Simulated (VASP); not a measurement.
A run of VASP 6.6.1 is set up as follows.

Contents of INCAR:

```
PREC     = Accurate       # precision mode
ENCUT    = 520            # plane-wave cutoff, eV
EDIFF    = 1E-6           # SCF threshold, eV
ISMEAR   = 0              # smearing method
SIGMA    = 0.1            # smearing width, eV
LREAL    = False          # projectors in reciprocal space
LASPH    = True           # aspherical terms in the spheres
NELM     = 60             # most SCF steps
ALGO     = Normal         # electronic algorithm
ISIF     = 2              # what is computed and relaxed
LWAVE    = False          # write WAVECAR
LCHARG   = False          # write CHGCAR
GGA      = PE             # functional
NBANDS   = 15             # bands
```

KPOINTS

```
Automatic mesh
0
Gamma
  8 8 8
```

POSCAR

```
SiO2
1.0
   -1.6341883300      1.8695538400      2.8123725900
    1.6341883300     -1.8695538400      2.8123725900
    1.6341883300      1.8695538400     -2.8123725900
Si O
1 2
Direct
    0.0000000000      0.5000000000      0.5000000000
    0.5000000000      0.0000000000      0.5000000000
    0.0000000000      0.0000000000      0.0000000000
```

Potentials or basis: VASP PAW PBE potentials, release 64 (Si, O).

Command:

```console
$ cat potpaw_PBE.64/Si/POTCAR potpaw_PBE.64/O/POTCAR > POTCAR
$ mpirun -np 1 vasp_std > vasp.out
```

(1) Predict the pressure.

(2) Estimate the band gap on the k mesh.

## Answers

(1) 23.1 GPa.

(2) zero (band 8 reaches 7.36 eV, above the bottom of band 9 at 4.25 eV).
